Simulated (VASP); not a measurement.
# Au (P6/mmm) in VASP: notebook

The runs below take Au through single point, relaxation of shape and atoms at fixed volume, with PBE.

Program: VASP 6.6.1. These are calculated values, not measurements. Logs are shortened: lines on timing, memory, paths and dates and some standing lists are left out, and cuts for length are marked.

### Step 1. The cell of the first run

It takes space group P6/mmm (No. 191, hexagonal). Conventional cell: a = 4.757 Å, b = 4.757 Å, c = 2.808 Å, α = 90.00°, β = 90.00°, γ = 120.00°. Au (site symmetry 6/mmm) has 14 Au at 2.81 to 3.08 Å within 3.7 Å. Within 3.6 Å of Au (site symmetry -6m2) lie 11 Au at 2.75 to 3.08 Å.

This isn't the form of Au at room conditions, which is fcc.

### Step 2. Single point, PBE

Contents of INCAR:

```
PREC = Accurate ; ENCUT = 520
EDIFF = 1E-7 ; ISMEAR = -1
SIGMA = 0.08 ; LREAL = F
LASPH = T ; NELM = 100
ALGO = Normal ; ISIF = 2
LWAVE = F ; LCHARG = F
GGA = PE ; NBANDS = 24
```

Contents of KPOINTS:

```
regular mesh
0
Gamma
  9 9 12
```

Contents of POSCAR:

```
Au
1.0
    4.7568185335      0.0000000000      0.0000000000
   -2.3784092667      4.1195256912      0.0000000000
    0.0000000000      0.0000000000      2.8076515955
Au
3
Direct
    0.0000000000      0.0000000000      0.0000000000
    0.3333333333      0.6666666667      0.5000000000
    0.6666666667      0.3333333333      0.5000000000
```

Potentials or basis: VASP PAW PBE potentials, release 64 (Au).

Launch:

```console
$ cat potpaw_PBE.64/Au/POTCAR > POTCAR
$ mpirun -np 1 vasp_std > vasp.out
```

OUTCAR:

```text
PREC = Accurate
   ENCUT = 520
   EDIFF = 1E-7
   ISMEAR = -1
   LREAL = F
   LASPH = T
   NELM = 100
   ISIF = 2
   GGA = PE

 ion  position               nearest neighbor table
   1  0.000  0.000  0.000-   2 3.08   3 3.08   2 3.08   3 3.08   2 3.08   2 3.08   3 3.08   3 3.08
                             3 3.08   3 3.08   2 3.08   2 3.08
   2  0.333  0.667  0.500-   3 2.75   3 2.75   3 2.75   1 3.08   1 3.08   1 3.08   1 3.08   1 3.08
                             1 3.08
   3  0.667  0.333  0.500-   2 2.75   2 2.75   2 2.75   1 3.08   1 3.08   1 3.08   1 3.08   1 3.08
                             1 3.08

  LATTYP: Found a hexagonal cell.
 ALAT       =     4.7568185335
 C/A-ratio  =     0.5902372722

  Lattice vectors:

 A1 = (   4.7568185335,   0.0000000000,   0.0000000000)
 A2 = (  -2.3784092667,   4.1195256912,   0.0000000000)
 A3 = (   0.0000000000,   0.0000000000,   2.8076515955)

Analysis of symmetry for initial positions (statically):
=====================================================================
 Subroutine PRICEL returns:
 Original cell was already a primitive cell.

 Routine SETGRP: Setting up the symmetry group for a
 hexagonal supercell.

 Subroutine GETGRP returns: Found 24 space group operations
 (whereof 24 operations were pure point group operations)
 out of a pool of 24 trial point group operations.

The static configuration has the point symmetry D_6h.

Analysis of symmetry for dynamics (positions and initial velocities):
=====================================================================
 Subroutine PRICEL returns:
 Original cell was already a primitive cell.

 Routine SETGRP: Setting up the symmetry group for a
 hexagonal supercell.

 Subroutine GETGRP returns: Found 24 space group operations
 (whereof 24 operations were pure point group operations)
 out of a pool of 24 trial point group operations.

The dynamic configuration has the point symmetry D_6h.

 Subroutine INISYM returns: Found 24 space group operations
 (whereof 24 operations are pure point group operations),
 and found     1 'primitive' translations

----------------------------------------------------------------------------------------

                                     Primitive cell

  volume of cell :      55.0183

  direct lattice vectors                    reciprocal lattice vectors
     4.756818533  0.000000000  0.000000000     0.210224543  0.121373196  0.000000000
    -2.378409267  4.119525691  0.000000000     0.000000000  0.242746392  0.000000000
     0.000000000  0.000000000  2.807651595     0.000000000  0.000000000  0.356169548

  length of vectors
     4.756818533  4.756818533  2.807651595     0.242746392  0.242746392  0.356169548

  position of ions in fractional coordinates (direct lattice)
     0.000000000  0.000000000  0.000000000
     0.333333333  0.666666667  0.500000000
     0.666666667  0.333333333  0.500000000

  ion indices of the primitive-cell ions
   primitive index   ion index
                 1           1
                 2           2
                 3           3

----------------------------------------------------------------------------------------

 KPOINTS: regular mesh

Automatic generation of k-mesh.
 Grid dimensions read from file:
 generate k-points for:    9    9   12

 Generating k-lattice:

  Cartesian coordinates                     Fractional coordinates (reciprocal lattice)
     0.023358283  0.013485911  0.000000000     0.111111111  0.000000000  0.000000000
     0.000000000  0.026971821  0.000000000     0.000000000  0.111111111  0.000000000
     0.000000000  0.000000000  0.029680796     0.000000000  0.000000000  0.083333333

  Length of vectors
     0.026971821  0.026971821  0.029680796

  Shift w.r.t. Gamma in fractional coordinates (k-lattice)
     0.000000000  0.000000000  0.000000000

 Subroutine IBZKPT returns following result:
 ===========================================

 Found     84 irreducible k-points:

 Following reciprocal coordinates:
            Coordinates               Weight
  0.000000  0.000000  0.000000      1.000000
  0.111111  0.000000  0.000000      6.000000
  0.222222  0.000000  0.000000      6.000000
  0.333333 -0.000000  0.000000      6.000000
  0.444444  0.000000  0.000000      6.000000
  0.111111  0.111111  0.000000      6.000000
[... 16 lines left out ...]
  0.333333  0.222222  0.083333     24.000000
  0.333333  0.333333  0.083333      4.000000
 [... further k-points ...]
   k-points           NKPTS =     84   k-points in BZ     NKDIM =     84   number of bands    NBANDS=     24
   number of dos      NEDOS =    301   number of ions     NIONS =      3
   total plane-waves  NPLWV =  31104
   dimension x,y,z NGX =    36 NGY =   36 NGZ =   24
   dimension x,y,z NGXF=    72 NGYF=   72 NGZF=   48
   ions per type =               3
   NGX,Y,Z   is equivalent  to a cutoff of  12.58, 12.58, 14.21 a.u.
   NGXF,Y,Z  is equivalent  to a cutoff of  25.16, 25.16, 28.42 a.u.
 SYSTEM =  unknown system
   PREC   = accura    normal or accurate (medium, high low for compatibility)
   ISTART =      0    job   : 0-new  1-cont  2-samecut
   ICHARG =      2    charge: 1-file 2-atom 10-const
   ISPIN  =      1    spin polarized calculation?
   LNONCOLLINEAR =      F non collinear calculations
   LSORBIT =      F    spin-orbit coupling
   LASPH  =      T    aspherical Exc in radial PAW
   ENCUT  =  520.0 eV  38.22 Ry    6.18 a.u.   8.84  8.84  5.22*2*pi/ulx,y,z
   NELM   =    100;   NELMIN=  2; NELMDL= -5     # of ELM steps
   EDIFF  = 0.1E-06   stopping-criterion for ELM
   LREAL  =      F    real-space projection
   EDIFFG = 0.1E-05   stopping-criterion for IOM
   NSW    =      0    number of steps for IOM
   IBRION =     -1    ionic relax: 0-MD 1-quasi-New 2-CG
   NFREE  =      0    steps in history (QN), initial steepest desc. (CG)
   ISIF   =      2    stress and relaxation
   ISYM   =      2    0-nonsym 1-usesym 2-fastsym
   POTIM  = 0.5000    time-step for ionic-motion
   TEBEG  =    0.0;   TEEND  =   0.0 temperature during run
   PSTRESS=    0.0 pullay stress
   NELECT =      33.0000    total number of electrons
   NUPDOWN=      -1.0000    fix difference up-down
   EMIN   =  10.00;   EMAX   =-10.00  energy-range for DOS
   EFERMI =   0.00;   METHOD = LEGACY
   ISMEAR =    -1;   SIGMA  =   0.08  broadening in eV -4-tet -1-fermi 0-gaus
   EFERMI_NEDOS =   21; number of points for ismear=-14 and -15
   IALGO  =     38    algorithm
   IMIX   =      4    mixing-type and parameters
     AMIX     =   0.40;   BMIX     =  1.00
     AMIX_MAG =   1.60;   BMIX_MAG =  1.00
  volume/ion in A,a.u.               =      18.34       123.76
  Fermi-wavevector in a.u.,A,eV,Ry     =   1.380629  2.609011 25.934578  1.906138
  Thomas-Fermi vector in A             =   2.505489
   LORBIT       =      0    0 simple, 1 ext, 2 COOP (PROOUT), +10 PAW based schemes
   GGA     = PE    functional components
   LHFCALC =     F    Hartree Fock is set to
   AEXX    =    0.0000 exact exchange contribution
   IVDW    =     0    specifies the selected vdW correction
   LEPSILON=     F    determine dielectric tensor
   LRPA    =     F    only Hartree local field effects (RPA)
 non-spin polarized calculation
  energy-cutoff  :      520.00
  volume of cell :       55.02
 maximum number of plane-waves:      1504
 NGX is ok and might be reduce to    36
   NGX = 17   NGY = 17   NGZ = 11

 number of electron      33.0000003 magnetization

 Free energy of the ion-electron system (eV)
  ---------------------------------------------------
  ext. energy  EPLUGINS =         0.00000000
  ---------------------------------------------------
  free energy    TOTEN  =        -9.48989484 eV

  energy without entropy =       -9.47199177  energy(sigma->0) =       -9.48094330

 E-fermi :   8.2913     XC(G=0): -12.2696

 val. band max:        8.2265971089   @ k =   0.3333   0.3333   0.3333
 cond. band min:       8.3003964639   @ k =   0.2222   0.1111   0.0833
 fundamental gap:      0.0737993550
 Fermi energy:         8.2913007128

 k-point     1 :       0.0000    0.0000    0.0000
  band No.  band energies     occupation
      1      -0.8074      2.00000
      2       1.9080      2.00000
      3       2.9846      2.00000
      4       3.4270      2.00000
      5       3.6413      2.00000
      6       3.6413      2.00000
[... 16 lines left out ...]
     23      19.9938      0.00000
     24      24.3199      0.00000

 k-point     2 :       0.1111    0.0000    0.0000
  band No.  band energies     occupation
      1      -0.6686      2.00000
      2       1.9353      2.00000
      3       2.8630      2.00000
      4       3.1700      2.00000
      5       3.3748      2.00000
      6       3.4719      2.00000
[... 16 lines left out ...]
     23      20.2475      0.00000
     24      24.2326      0.00000

 k-point     3 :       0.2222    0.0000    0.0000
  band No.  band energies     occupation
      1      -0.2659      2.00000
      2       1.9726      2.00000
      3       2.4950      2.00000
      4       2.8650      2.00000
      5       3.1916      2.00000
      6       3.3777      2.00000
[... 16 lines left out ...]
     23      20.9719      0.00000
     24      23.5936      0.00000

 k-point     4 :       0.3333   -0.0000    0.0000
  band No.  band energies     occupation
      1       0.3539      2.00000
      2       1.8292      2.00000
      3       2.2362      2.00000
      4       2.6852      2.00000
      5       3.1253      2.00000
      6       3.2166      2.00000
[... 16 lines left out ...]
     23      22.0790      0.00000
     24      22.6634      0.00000

 k-point     5 :       0.4444    0.0000    0.0000
  band No.  band energies     occupation
      1       1.0833      2.00000
      2       1.6271      2.00000
      3       1.8470      2.00000
      4       2.7579      2.00000
      5       2.9930      2.00000
      6       3.1269      2.00000
[... 451 lines left out ...]
 k-point    22 :       0.2222    0.2222    0.0833
  band No.  band energies     occupation
      1       0.8123      2.00000
      2       1.8930      2.00000
      3       2.1629      2.00000
      4       2.7107      2.00000
      5       3.1200      2.00000
      6       3.4274      2.00000
[... 16 lines left out ...]
     23      20.7558      0.00000
     24      21.3370      0.00000

 k-point    23 :       0.3333    0.2222    0.0833
  band No.  band energies     occupation
      1       1.3364      2.00000
      2       1.7244      2.00000
      3       1.9258      2.00000
      4       2.8939      2.00000
      5       3.0433      2.00000
      6       3.3085      2.00000
[... 16 lines left out ...]
     23      21.5107      0.00000
     24      22.2330      0.00000

 k-point    24 :       0.3333    0.3333    0.0833
  band No.  band energies     occupation
      1       1.4379      2.00000
      2       1.7965      2.00000
      3       1.7965      2.00000
      4       3.0023      2.00000
      5       3.0023      2.00000
      6       3.2639      2.00000
[... 16 lines left out ...]
     23      22.2323      0.00000
     24      22.5168      0.00000

 [... further k-points ...]
[... 5 lines left out ...]
  --------------------------------------------------------------------------------------
  -------------------------------------------------------------------------------------
  Total       -0.0822505     -0.0822505     -0.0781480     -0.0000000     -0.0000000      0.0000000
  in kB       -2.3952030     -2.3952030     -2.2757350     -0.0000000     -0.0000000      0.0000000
  external PRESSURE =      -2.3553803 kB  Pullay stress =       0.0000000 kB

 VOLUME and BASIS-vectors are now :
 -----------------------------------------------------------------------------
  energy-cutoff  :      520.00
  volume of cell :       55.02
      direct lattice vectors                 reciprocal lattice vectors
     4.756818533  0.000000000  0.000000000     0.210224543  0.121373196  0.000000000
    -2.378409267  4.119525691  0.000000000     0.000000000  0.242746392  0.000000000
     0.000000000  0.000000000  2.807651595     0.000000000  0.000000000  0.356169548

 POSITION                                       TOTAL-FORCE (eV/Angst)
 -----------------------------------------------------------------------------------
      0.00000      0.00000      0.00000        -0.000000      0.000000      0.000000
     -0.00000      2.74635      1.40383         0.000000     -0.000000     -0.000000
      2.37841      1.37318      1.40383        -0.000000      0.000000      0.000000
 -----------------------------------------------------------------------------------
    total drift:                                0.000000      0.000000     -0.000000

  FREE ENERGIE OF THE ION-ELECTRON SYSTEM (eV)
  ---------------------------------------------------
  free  energy   TOTEN  =        -9.4898948359 eV

  energy  without entropy=       -9.4719917674  energy(sigma->0) =       -9.48094330
```

It took 1.8 min on 1 thread of Intel Xeon 8259CL, shared host; peak memory 0.23 GiB.

What came out:

```
Free energy            : -9.4899 eV
Pressure               : -0.2 GPa
Band gap on the k mesh : zero (an odd number of electrons rules out a gap without spin polarisation)
```

Caveat: spin-orbit coupling is left out, which moves the levels of the heavy elements.

### Step 3. Single point, PBE

Contents of INCAR:

```
SYSTEM = Au
PREC = Accurate ; ENCUT = 520
EDIFF = 1E-6 ; ISMEAR = -1
SIGMA = 0.08 ; LREAL = .False.
LASPH = .True. ; NELM = 80
ALGO = Normal ; ISIF = 2
LWAVE = .False. ; LCHARG = .True.
GGA = PE ; LELF = .True.
LVHAR = .True. ; NBANDS = 24
```

Contents of KPOINTS:

```
Automatic mesh
0
Gamma
  9 9 12
  0 0 0
```

POSCAR is that of step 2.

Potentials or basis: VASP PAW PBE potentials, release 64 (Au).

Launch:

```console
$ cat potpaw_PBE.64/Au/POTCAR > POTCAR
$ mpirun -np 1 vasp_std > vasp.out
```

Run time: 1.9 min. Hardware: 1 thread of Intel Xeon 8259CL, shared host; peak memory 0.23 GiB.

It converged, with:

| Quantity | Value |
| --- | --- |
| Free energy | -9.4899 eV |
| Pressure | -0.2 GPa |
| Band gap on the k mesh | zero (an odd number of electrons rules out a gap without spin polarisation) |

Levels at points of the mesh, in eV from the Fermi level:
```csv
k point,band 13,band 14,band 15,band 16,band 17,band 18,band 19,band 20
"(0.00, 0.00, 0.00)",-3.17,-3.17,-1.80,-1.80,2.61,3.41,5.03,5.03
"(0.00, 0.00, 0.50)",-2.11,-2.11,-1.13,0.16,0.59,6.39,6.62,7.16
```

Caveat: spin-orbit coupling is left out, which moves the levels of the heavy elements.

### Step 4. Relaxation of shape and atoms at fixed volume, PBE

This run uses another cell than the first one, of 7.34 Å³/atom.

Contents of INCAR:

```
SYSTEM = Au
PREC     = Accurate       ! precision mode
ENCUT    = 600            ! plane-wave cutoff, eV
EDIFF    = 1E-7           ! SCF threshold, eV
ISMEAR   = -1             ! smearing method
SIGMA    = 0.08           ! smearing width, eV
LREAL    = .FALSE.        ! projectors in reciprocal space
LASPH    = .TRUE.         ! aspherical terms in the spheres
NELM     = 100            ! most SCF steps
ALGO     = Normal         ! electronic algorithm
ISIF     = 4              ! what is computed and relaxed
LWAVE    = .FALSE.        ! write WAVECAR
LCHARG   = .FALSE.        ! write CHGCAR
GGA      = PE             ! functional
IBRION   = 2              ! ionic algorithm
NSW      = 50             ! ionic steps
EDIFFG   = -0.005         ! ionic threshold
```

Contents of KPOINTS:

```
Automatic mesh
0
G
  9 9 12
  0 0 0
```

Contents of POSCAR:

```
Au
1.0
    3.5048538621      0.0000000000      0.0000000000
   -1.7524269311      3.0352924812      0.0000000000
    0.0000000000      0.0000000000      2.0686953830
Au
3
Direct
    0.0000000000      0.0000000000      0.0000000000
    0.3333333333      0.6666666667      0.5000000000
    0.6666666667      0.3333333333      0.5000000000
```

Launch:

```console
$ cat potpaw_PBE.64/Au/POTCAR > POTCAR
$ mpirun -np 1 vasp_std > vasp.out
```

It took 85 s on 1 thread of Intel Xeon Platinum 8488C (Sapphire Rapids), shared host; peak memory 0.17 GiB.

The run converged, but its numbers aren't listed here, since they failed a check.

Caveat: spin-orbit coupling is left out, which moves the levels of the heavy elements.

### Step 5. Relaxation of shape and atoms at fixed volume, PBE

This run uses another cell than the first one, of 9.17 Å³/atom.

Contents of INCAR:

```
ALGO = Normal
EDIFF = 1E-6
EDIFFG = -0.005
ENCUT = 600
GGA = PE
IBRION = 2
ISIF = 4
ISMEAR = -1
LASPH = True
LCHARG = False
LREAL = False
LWAVE = False
NELM = 100
NSW = 50
PREC = Accurate
SIGMA = 0.08
```

Contents of KPOINTS:

```
k-points
0
Gamma
  9 9 12
```

Contents of POSCAR:

```
Au
1.0
    3.7754893720      0.0000000000      0.0000000000
   -1.8877446860      3.2696697079      0.0000000000
    0.0000000000      0.0000000000      2.2284345481
Au
3
Direct
    0.0000000000      0.0000000000      0.0000000000
    0.3333333333      0.6666666667      0.5000000000
    0.6666666667      0.3333333333      0.5000000000
```

Launch:

```console
$ cat potpaw_PBE.64/Au/POTCAR > POTCAR
$ mpirun -np 1 vasp_std > vasp.out
```

Wall time 93 s (1 thread of Intel Xeon Platinum 8488C (Sapphire Rapids), shared host); peak memory 0.18 GiB.

The run converged, but its numbers aren't listed here, since they failed a check.

Caveat: spin-orbit coupling is left out, which moves the levels of the heavy elements.

### Step 6. Relaxation of shape and atoms at fixed volume, PBE

This run uses another cell than the first one, of 11.00 Å³/atom.

Contents of INCAR:

```
SYSTEM = Au
PREC = Accurate ; ENCUT = 600
EDIFF = 1E-6 ; ISMEAR = -1
SIGMA = 0.08 ; LREAL = .FALSE.
LASPH = .TRUE. ; NELM = 100
ALGO = Normal ; ISIF = 4
LWAVE = .FALSE. ; LCHARG = .FALSE.
GGA = PE ; IBRION = 2
NSW = 50 ; EDIFFG = -0.005
```

Contents of KPOINTS:

```
regular mesh
0
G
  9 9 12
  0 0 0
```

Contents of POSCAR:

```
Au
1.0
    4.0120561340      0.0000000000      0.0000000000
   -2.0060280670      3.4745425335      0.0000000000
    0.0000000000      0.0000000000      2.3680650684
Au
3
Direct
    0.0000000000      0.0000000000      0.0000000000
    0.3333333333      0.6666666667      0.5000000000
    0.6666666667      0.3333333333      0.5000000000
```

Potentials or basis: VASP PAW PBE potentials, release 64 (Au).

Launch:

```console
$ cat potpaw_PBE.64/Au/POTCAR > POTCAR
$ mpirun -np 1 vasp_std > vasp.out
```

Wall time 67 s (1 thread of Intel Xeon Platinum 8488C (Sapphire Rapids), shared host); peak memory 0.19 GiB.

It converged, with:

- Free energy: 1.9235 eV
- Energy gained by relaxing: 2.5 meV/atom
- Ionic steps: 4
- Pressure after relaxing: 286.5 GPa
- Band gap on the k mesh: zero (an odd number of electrons rules out a gap without spin polarisation)

Step by step:
| step | energy change (eV) | largest force (eV/Å) | pressure (GPa) | volume (Å³) |
| --- | --- | --- | --- | --- |
| 1 | 0.0000 | 0.0000 | 286.69 | 33.01 |
| 2 | 0.1006 | 0.0000 | 287.67 | 33.01 |
| 3 | -0.0076 | 0.0000 | 286.55 | 33.01 |
| 4 | -0.0076 | 0.0000 | 286.55 | 33.01 |

Final structure:
```
CELL_PARAMETERS angstrom
4.00051 0.00000 0.00000
-2.00026 3.46454 0.00000
0.00000 0.00000 2.38175
ATOMIC_POSITIONS crystal
Au 0.00000 0.00000 0.00000
Au 0.33333 0.66667 0.50000
Au 0.66667 0.33333 0.50000
```

Levels at points of the mesh, in eV from the Fermi level:
| k point | band 14 | band 15 | band 16 | band 17 | band 18 | band 19 |
| --- | --- | --- | --- | --- | --- | --- |
| (0.00, 0.00, 0.00) | -5.89 | -2.20 | -2.20 | 4.59 | 5.76 | 7.00 |
| (0.00, 0.00, 0.50) | -3.02 | -0.76 | 0.68 | 1.52 | 7.27 | 8.10 |

Caveat: spin-orbit coupling is left out, which moves the levels of the heavy elements.
